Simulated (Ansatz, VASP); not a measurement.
# InSe: VASP beside Ansatz

```
In Se
1.0
     5.87818   -2.08434   -0.01906
     5.85763    2.02566   -0.03961
    -1.62103   -0.01362    4.33165
In Se
2 2
Cartesian
  10.3663 -0.0519 -0.0302
  -0.2516 -0.0204 4.3032
  6.7049 -0.0475 2.7422
  3.4098 -0.0248 1.5308
```

Change from the starting cell: equal xy, yz and zx shear strains of -1 %, crystal datasets.

Alike in both runs: task electric field gradients; functional PBEsol; k mesh 7 × 7 × 6; occupations fermi-dirac, width 0.02 eV; no spin polarisation.

|  | VASP | Ansatz |
| --- | --- | --- |
| version | VASP 6.6.1 | Ansatz 0.2.0 |
| potentials or method | VASP PAW PBE potentials, release 64 (In_d, Se), cutoff 520 eV | all-electron PAW with datasets made for the crystal, scalar-relativistic |

Ansatz gave:

| Property | Result |
| --- | --- |
| gap on the k mesh at the Fermi level (eV) | 0.94 |
| pressure (GPa) | 0.0 |
| traceless stress, the component that is largest in VASP (GPa) | 2.68 |
| rms of the force components (eV/Å) | 0.395 |
| size of Vzz on the site where it differs most (V/Å²) | 80.9 |

Task: Which values does VASP return?

Result: gap on the k mesh at the Fermi level (eV): 0.93; pressure (GPa): 0.0; traceless stress, the component that is largest in VASP (GPa): 2.71; rms of the force components (eV/Å): 0.396; size of Vzz on the site where it differs most (V/Å²): 76.9.

VASP's potentials were made for PBE, not for PBEsol. Atom by atom the forces differ by 0.009 eV/Å (rms over components). Ansatz ran all-electron here, and VASP with PAW potentials.
